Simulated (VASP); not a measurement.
# Ba8Ti8O22F (a cell with a defect) in VASP: single point with PBE

Aim: the single point of Ba8Ti8O22F (a cell with a defect) with PBE.

Program: VASP 6.6.1. These are calculated values, not measurements. Logs are shortened: lines on timing, memory, paths and dates and some standing lists are left out, and cuts for length are marked.

### 1 The cell of the first run

The cell holds a defect, 39 atoms: a = 8.015 Å, b = 8.015 Å, c = 8.015 Å, α = 90.00°, β = 90.00°, γ = 90.00°.

### 2 Single point, PBE

INCAR

```
SYSTEM = Ba8Ti8O22F
PREC = Accurate
ENCUT = 520
EDIFF = 1E-6
ISMEAR = -1
SIGMA = 0.02
LREAL = Auto
LASPH = .True.
NELM = 100
ALGO = Normal
ISIF = 2
LWAVE = .False.
LCHARG = .False.
GGA = PE
NBANDS = 182
NELECT = 316.0
KPAR = 2
NCORE = 2
```

KPOINTS

```
Automatic mesh
0
Gamma
  2 2 2
  0 0 0
```

POSCAR

```
Ba8Ti8O22F
1.0
    8.0146000000      0.0000000000      0.0000000000
    0.0000000000      8.0146000000      0.0000000000
    0.0000000000      0.0000000000      8.0146000000
Ba Ti O F
8 8 22 1
Direct
    0.2465570334      0.2434123974      0.2534701669
    0.2464298904      0.2436462206      0.7456943578
    0.2465570334      0.7565876026      0.2534701669
    0.2464298904      0.7563537794      0.7456943578
    0.7539152297      0.2432951114      0.2535203254
    0.7532437052      0.2438277643      0.7467278467
    0.7539152297      0.7567048886      0.2535203254
    0.7532437052      0.7561722357      0.7467278467
    0.0016821800      0.0000000000     -0.0001403688
   -0.0001579617      0.0000000000      0.5000686248
   -0.0123781599      0.5000000000     -0.0007863150
    0.0021765278      0.5000000000      0.4999287550
    0.4974253238      0.0000000000     -0.0010353605
    0.5003380081      0.0000000000      0.5005304070
    0.5125441070      0.5000000000      0.0153284007
    0.4991468071      0.5000000000      0.4858432111
    0.2498125920      0.0000000000     -0.0006972276
    0.0052162304      0.2541459337     -0.0004799990
   -0.0000259526      0.0000000000      0.2495982332
    0.2501629526      0.0000000000      0.5003392559
    0.0000445437      0.2503862950      0.5004974671
    0.0000350610      0.0000000000      0.7502178524
    0.0052162304      0.7458540663     -0.0004799990
    0.0061988122      0.5000000000      0.2467819979
    0.2530861178      0.5000000000      0.5015107429
    0.0000445437      0.7496137050      0.5004974671
    0.0067682729      0.5000000000      0.7549074190
    0.7493002770      0.0000000000     -0.0007392758
    0.4923149003      0.2585067252     -0.0023730442
    0.4999817832      0.0000000000      0.2489789883
    0.7500138497      0.0000000000      0.5005571083
    0.5004081302      0.2528616525      0.5010161455
    0.4997865146      0.0000000000      0.7503357622
    0.7483158236      0.5000000000      0.0013273276
    0.4923149003      0.7414932748     -0.0023730442
    0.4947420957      0.5000000000      0.2472671125
    0.7482041524      0.5000000000      0.5005276620
    0.5004081302      0.7471383475      0.5010161455
    0.4965816136      0.5000000000     -0.2467970953
```

Potentials or basis: VASP PAW PBE potentials, release 64 (Ba_sv, Ti_sv, O, F).

Started as:

```
$ cat potpaw_PBE.64/Ba_sv/POTCAR potpaw_PBE.64/Ti_sv/POTCAR potpaw_PBE.64/O/POTCAR potpaw_PBE.64/F/POTCAR > POTCAR
$ mpirun -np 4 vasp_std > vasp.out
```

OUTCAR:

```text
SYSTEM = Ba8Ti8O22F
   PREC = Accurate
   ENCUT = 520
   EDIFF = 1E-6
   ISMEAR = -1
   LREAL = Auto
   LASPH = .True.
   NELM = 100
   ISIF = 2
   GGA = PE
   NELECT = 316.0

 ion  position               nearest neighbor table
   1  0.247  0.243  0.253-  19 2.78  20 2.78  21 2.80  18 2.81  30 2.82  24 2.82  17 2.82  32 2.84
                            29 2.85  25 2.86  36 2.86  10 3.41   9 3.43  16 3.43  14 3.44  12 3.46
   2  0.246  0.244  0.746-  20 2.77  22 2.78  21 2.79  18 2.81  27 2.81  33 2.82  17 2.82  29 2.82
                            32 2.83  25 2.84  39 2.87  10 3.41   9 3.44  14 3.44  12 3.45  13 3.46
   3  0.247  0.757  0.253-  19 2.78  20 2.78  26 2.80  23 2.81  30 2.82  24 2.82  17 2.82  38 2.84
                            35 2.85  25 2.86  36 2.86  10 3.41   9 3.43  16 3.43  14 3.44  12 3.46
   4  0.246  0.756  0.746-  20 2.77  22 2.78  26 2.79  23 2.81  27 2.81  33 2.82  17 2.82  35 2.82
                            38 2.83  25 2.84  39 2.87  10 3.41   9 3.44  14 3.44  12 3.45  13 3.46
   5  0.754  0.243  0.254-  19 2.77  31 2.78  21 2.80  30 2.82  28 2.82  32 2.84  37 2.86  18 2.86
                            34 2.88  24 2.89  36 2.92  29 2.94  10 3.40  15 3.41  14 3.44  16 3.45
   6  0.753  0.244  0.747-  31 2.78  22 2.78  21 2.79  28 2.81  33 2.82  32 2.83  37 2.85  18 2.86
                            27 2.89  34 2.89  29 2.90  39 2.91  10 3.41  14 3.44  11 3.44   9 3.45
   7  0.754  0.757  0.254-  19 2.77  31 2.78  26 2.80  30 2.82  28 2.82  38 2.84  37 2.86  23 2.86
                            34 2.88  24 2.89  36 2.92  35 2.94  10 3.40  15 3.41  14 3.44  16 3.45
   8  0.753  0.756  0.747-  31 2.78  22 2.78  26 2.79  28 2.81  33 2.82  38 2.83  37 2.85  23 2.86
                            27 2.89  34 2.89  35 2.90  39 2.91  10 3.41  14 3.44  11 3.44   9 3.45
   9  0.002  0.000  1.000-  17 1.99  22 2.00  19 2.00  28 2.02  23 2.04  18 2.04   1 3.43   3 3.43
                             2 3.44   4 3.44   5 3.45   7 3.45   6 3.45   8 3.45
  10  1.000  0.000  0.500-  31 2.00  22 2.00  20 2.01  26 2.01  21 2.01  19 2.01   5 3.40   7 3.40
                             2 3.41   4 3.41   3 3.41   1 3.41   6 3.41   8 3.41
  11  0.988  0.500  0.999-  34 1.92  27 1.96  18 1.98  23 1.98  24 1.99   8 3.44   6 3.44   5 3.45
                             7 3.45   4 3.56   2 3.56   1 3.56   3 3.56
  12  0.002  0.500  0.500-  21 2.00  26 2.00  25 2.01  24 2.03  37 2.04  27 2.04   2 3.45   4 3.45
                             3 3.46   1 3.46   5 3.48   7 3.48   6 3.48   8 3.48
  13  0.497  0.000  0.999-  17 1.98  33 1.99  30 2.00  28 2.02  29 2.07  35 2.07   2 3.46   4 3.46
                             3 3.47   1 3.47   6 3.48   8 3.48   7 3.49   5 3.49
  14  0.500  0.000  0.501-  31 2.00  33 2.00  20 2.01  30 2.02  32 2.03  38 2.03   2 3.44   4 3.44
                             6 3.44   8 3.44   7 3.44   5 3.44   3 3.44   1 3.44
  15  0.513  0.500  0.015-  36 1.86  34 1.89  35 1.95  29 1.95  39 2.10   7 3.41   5 3.41   3 3.52
                             1 3.52   8 3.55   6 3.55   4 3.67   2 3.67
  16  0.499  0.500  0.486-  36 1.91  25 1.98  32 1.98  38 1.98  37 2.00  39 2.14   1 3.43   3 3.43
                             5 3.45   7 3.45   2 3.56   4 3.56   6 3.57   8 3.57
  17  0.250  0.000  0.999-  13 1.98   9 1.99   2 2.82   4 2.82   3 2.82   1 2.82
  18  0.005  0.254  1.000-  11 1.98   9 2.04   2 2.81   1 2.81   6 2.86   5 2.86
  19  1.000  0.000  0.250-   9 2.00  10 2.01   5 2.77   7 2.77   1 2.78   3 2.78
  20  0.250  0.000  0.500-  14 2.01  10 2.01   2 2.77   4 2.77   3 2.78   1 2.78
  21  0.000  0.250  0.500-  12 2.00  10 2.01   2 2.79   6 2.79   5 2.80   1 2.80
  22  0.000  0.000  0.750-   9 2.00  10 2.00   2 2.78   4 2.78   6 2.78   8 2.78
[... 15 lines left out ...]
  38  0.500  0.747  0.501-  16 1.98  14 2.03   8 2.83   4 2.83   7 2.84   3 2.84
  39  0.497  0.500  0.753-  15 2.10  16 2.14   2 2.87   4 2.87   6 2.91   8 2.91

  LATTYP: Found a simple cubic cell.
 ALAT       =     8.0146000000

  Lattice vectors:

 A1 = (   8.0146000000,   0.0000000000,   0.0000000000)
 A2 = (   0.0000000000,   8.0146000000,   0.0000000000)
 A3 = (   0.0000000000,   0.0000000000,   8.0146000000)

Analysis of symmetry for initial positions (statically):
=====================================================================
 Subroutine PRICEL returns:
 Original cell was already a primitive cell.

 Routine SETGRP: Setting up the symmetry group for a
 simple cubic supercell.

 Subroutine GETGRP returns: Found  2 space group operations
 (whereof  2 operations were pure point group operations)
 out of a pool of 48 trial point group operations.

The static configuration has the point symmetry C_1h.

Analysis of symmetry for dynamics (positions and initial velocities):
=====================================================================
 Subroutine PRICEL returns:
 Original cell was already a primitive cell.

 Routine SETGRP: Setting up the symmetry group for a
 simple cubic supercell.

 Subroutine GETGRP returns: Found  2 space group operations
 (whereof  2 operations were pure point group operations)
 out of a pool of 48 trial point group operations.

[... 120 lines left out ...]

  Shift w.r.t. Gamma in fractional coordinates (k-lattice)
     0.000000000  0.000000000  0.000000000

 Subroutine IBZKPT returns following result:
 ===========================================

 Found      8 irreducible k-points:

 Following reciprocal coordinates:
            Coordinates               Weight
  0.000000  0.000000  0.000000      1.000000
  0.500000  0.000000  0.000000      1.000000
  0.000000  0.500000  0.000000      1.000000
  0.000000  0.000000  0.500000      1.000000
  0.500000  0.500000  0.000000      1.000000
  0.000000  0.500000  0.500000      1.000000
  0.500000  0.000000  0.500000      1.000000
  0.500000  0.500000  0.500000      1.000000
   k-points           NKPTS =      8   k-points in BZ     NKDIM =      8   number of bands    NBANDS=    182
   number of dos      NEDOS =    301   number of ions     NIONS =     39
   total plane-waves  NPLWV = 216000
   dimension x,y,z NGX =    60 NGY =   60 NGZ =   60
   dimension x,y,z NGXF=   120 NGYF=  120 NGZF=  120
   ions per type =               8   8  22   1
   NGX,Y,Z   is equivalent  to a cutoff of  12.45, 12.45, 12.45 a.u.
   NGXF,Y,Z  is equivalent  to a cutoff of  24.89, 24.89, 24.89 a.u.
 SYSTEM =  Ba8Ti8O22F
   PREC   = accura    normal or accurate (medium, high low for compatibility)
   ISTART =      0    job   : 0-new  1-cont  2-samecut
   ICHARG =      2    charge: 1-file 2-atom 10-const
   ISPIN  =      1    spin polarized calculation?
   LNONCOLLINEAR =      F non collinear calculations
   LSORBIT =      F    spin-orbit coupling
   LASPH  =      T    aspherical Exc in radial PAW
   ENCUT  =  520.0 eV  38.22 Ry    6.18 a.u.  14.90 14.90 14.90*2*pi/ulx,y,z
   NELM   =    100;   NELMIN=  2; NELMDL= -5     # of ELM steps
   EDIFF  = 0.1E-05   stopping-criterion for ELM
   LREAL  =      T    real-space projection
   EDIFFG = 0.1E-04   stopping-criterion for IOM
   NSW    =      0    number of steps for IOM
   IBRION =     -1    ionic relax: 0-MD 1-quasi-New 2-CG
   NFREE  =      0    steps in history (QN), initial steepest desc. (CG)
   ISIF   =      2    stress and relaxation
   ISYM   =      2    0-nonsym 1-usesym 2-fastsym
   POTIM  = 0.5000    time-step for ionic-motion
   TEBEG  =    0.0;   TEEND  =   0.0 temperature during run
   PSTRESS=    0.0 pullay stress
   NELECT =     316.0000    total number of electrons
   NUPDOWN=      -1.0000    fix difference up-down
   EMIN   =  10.00;   EMAX   =-10.00  energy-range for DOS
   EFERMI =   0.00;   METHOD = LEGACY
   ISMEAR =    -1;   SIGMA  =   0.02  broadening in eV -4-tet -1-fermi 0-gaus
   EFERMI_NEDOS =   21; number of points for ismear=-14 and -15
   IALGO  =     38    algorithm
   IMIX   =      4    mixing-type and parameters
     AMIX     =   0.40;   BMIX     =  1.00
     AMIX_MAG =   1.60;   BMIX_MAG =  1.00
  volume/ion in A,a.u.               =      13.20        89.08
  Fermi-wavevector in a.u.,A,eV,Ry     =   1.391304  2.629183 26.337159  1.935727
  Thomas-Fermi vector in A             =   2.515156
   LORBIT       =      0    0 simple, 1 ext, 2 COOP (PROOUT), +10 PAW based schemes
   GGA     = PE    functional components
   LHFCALC =     F    Hartree Fock is set to
   AEXX    =    0.0000 exact exchange contribution
   IVDW    =     0    specifies the selected vdW correction
   LEPSILON=     F    determine dielectric tensor
   LRPA    =     F    only Hartree local field effects (RPA)
 non-spin polarized calculation
  energy-cutoff  :      520.00
  volume of cell :      514.81
 maximum number of plane-waves:     13949
 NGX is ok and might be reduce to    60
   NGX = 29   NGY = 29   NGZ = 29

 number of electron     315.9999894 magnetization

 Free energy of the ion-electron system (eV)
  ---------------------------------------------------
  ext. energy  EPLUGINS =         0.00000000
  ---------------------------------------------------
  free energy    TOTEN  =      -300.92985250 eV

  energy without entropy =     -300.92211387  energy(sigma->0) =     -300.92598318

 E-fermi :   6.2898     XC(G=0): -11.1659

 val. band max:        6.2615738487   @ k =   0.0000   0.0000   0.0000
 cond. band min:       6.3117027833   @ k =   0.5000   0.5000   0.5000
 fundamental gap:      0.0501289346
 Fermi energy:         6.2898080965

 k-point     1 :       0.0000    0.0000    0.0000
  band No.  band energies     occupation
      1     -52.2094      2.00000
      2     -52.1290      2.00000
      3     -52.1073      2.00000
      4     -52.0872      2.00000
      5     -52.0529      2.00000
      6     -52.0522      2.00000
[... 1373 lines left out ...]
    169       7.4271      0.00000
    170       7.4281      0.00000
 [bands above 170 left out]

------------------------ aborting loop because EDIFF is reached ----------------------------------------

  FORCE on cell =-STRESS in cart. coord.  units (eV):
  Direction    XX          YY          ZZ          XY          YZ          ZX
  --------------------------------------------------------------------------------------
  -------------------------------------------------------------------------------------
  Total       25.9115850     22.9687776     27.7888622      0.0000000      0.0000000     -0.2098934
  in kB       80.6415759     71.4830228     86.4840045      0.0000000      0.0000000     -0.6532265
  external PRESSURE =      79.5362011 kB  Pullay stress =       0.0000000 kB

 VOLUME and BASIS-vectors are now :
 -----------------------------------------------------------------------------
  energy-cutoff  :      520.00
  volume of cell :      514.81
      direct lattice vectors                 reciprocal lattice vectors
     8.014600000  0.000000000  0.000000000     0.124772291  0.000000000  0.000000000
     0.000000000  8.014600000  0.000000000     0.000000000  0.124772291  0.000000000
     0.000000000  0.000000000  8.014600000     0.000000000  0.000000000  0.124772291

 POSITION                                       TOTAL-FORCE (eV/Angst)
 -----------------------------------------------------------------------------------
      1.97606      1.95085      2.03146         0.020299      0.055334     -0.036015
      1.97504      1.95273      5.97644         0.028941      0.067766      0.044233
      1.97606      6.06375      2.03146         0.020299     -0.055334     -0.036015
      1.97504      6.06187      5.97644         0.028941     -0.067766      0.044233
      6.04233      1.94991      2.03186        -0.021574      0.039934     -0.029771
      6.03695      1.95418      5.98473        -0.023991      0.053179      0.030498
[... 31 lines left out ...]
      4.01057      5.98801      4.01544        -0.001363      0.003998     -0.002328
      3.97990      4.00730      6.03662         0.007122      0.000000     -0.004762
 -----------------------------------------------------------------------------------
    total drift:                                0.041899      0.000000     -0.016259

  FREE ENERGIE OF THE ION-ELECTRON SYSTEM (eV)
  ---------------------------------------------------
  free  energy   TOTEN  =      -300.9298524982 eV

  energy  without entropy=     -300.9221138696  energy(sigma->0) =     -300.92598318
```

Run time: 19 min. Hardware: 4 MPI ranks of AMD EPYC, shared host; peak memory 0.48 GiB.

What came out:

* Free energy: -300.9299 eV
* Largest force: 0.086 eV/Å

Forces in eV/Å, atoms in the order of the input:
```
Ba   0.020  0.055 -0.036
Ba   0.029  0.068  0.044
Ba   0.020 -0.055 -0.036
Ba   0.029 -0.068  0.044
Ba  -0.022  0.040 -0.030
Ba  -0.024  0.053  0.030
Ba  -0.022 -0.040 -0.030
Ba  -0.024 -0.053  0.030
Ti   0.001  0.000  0.011
Ti  -0.001  0.000 -0.006
Ti   0.075  0.000 -0.017
Ti   0.017  0.000  0.000
Ti   0.000  0.000 -0.001
Ti   0.003  0.000  0.005
Ti  -0.080  0.000 -0.022
Ti  -0.001  0.000  0.028
O   -0.001  0.000  0.005
O   -0.016 -0.007  0.001
O   -0.003  0.000  0.004
O   -0.001  0.000 -0.005
O   -0.006 -0.002 -0.004
O   -0.002  0.000 -0.003
O   -0.016  0.007  0.001
O   -0.014  0.000  0.005
O   -0.001  0.000  0.002
O   -0.006  0.002 -0.004
O   -0.021  0.000 -0.011
O    0.003  0.000  0.007
O    0.017 -0.017  0.002
O    0.001  0.000  0.007
O   -0.002  0.000 -0.001
O   -0.001 -0.004 -0.002
O    0.005  0.000 -0.008
O    0.004  0.000 -0.017
O    0.017  0.017  0.002
O    0.008  0.000  0.009
O    0.005  0.000 -0.001
O   -0.001  0.004 -0.002
F    0.007  0.000 -0.005
```

Levels at points of the mesh, in eV from the Fermi level:
```
           k point  band 153  band 154  band 155  band 156  band 157  band 158  band 159  band 160  band 161  band 162
(0.00, 0.00, 0.00)     -2.66     -2.54     -2.51     -2.50     -0.41     -0.27     -0.26     -0.24     -0.07     -0.06
(0.50, 0.00, 0.00)     -2.89     -2.88     -2.83     -2.51     -0.20     -0.14      0.09      0.31      0.31      0.70
(0.00, 0.50, 0.00)     -2.92     -2.89     -2.88     -2.54     -0.27     -0.17     -0.15      0.49      0.55      0.67
(0.00, 0.00, 0.50)     -2.89     -2.88     -2.86     -2.50     -0.29     -0.17     -0.11      0.31      0.37      0.69
(0.50, 0.50, 0.00)     -3.03     -2.99     -2.98     -2.93      0.09      0.31      0.56      0.62      0.68      0.69
(0.00, 0.50, 0.50)     -3.03     -3.00     -2.94     -2.92     -0.36      0.30      0.47      0.65      0.69      0.70
(0.50, 0.00, 0.50)     -3.03     -3.01     -3.01     -2.93      0.19      0.31      0.37      0.42      0.66      0.69
(0.50, 0.50, 0.50)     -3.10     -3.07     -3.03     -2.97      0.02      0.41      0.69      0.75      0.87      1.00
```

Caveat: the k points lie up to 0.39 Å⁻¹ apart, too coarse for converged energies and pressures of a metal; the cell carries a net charge on a neutralising background, which shifts energy and pressure; the cell is charged against a uniform background, so pressure and absolute levels hang on convention; spin-orbit coupling is left out, which moves the levels of the heavy elements; semilocal functionals often make such compounds metallic where correlation or magnetic order opens a gap, which also shifts bond lengths.
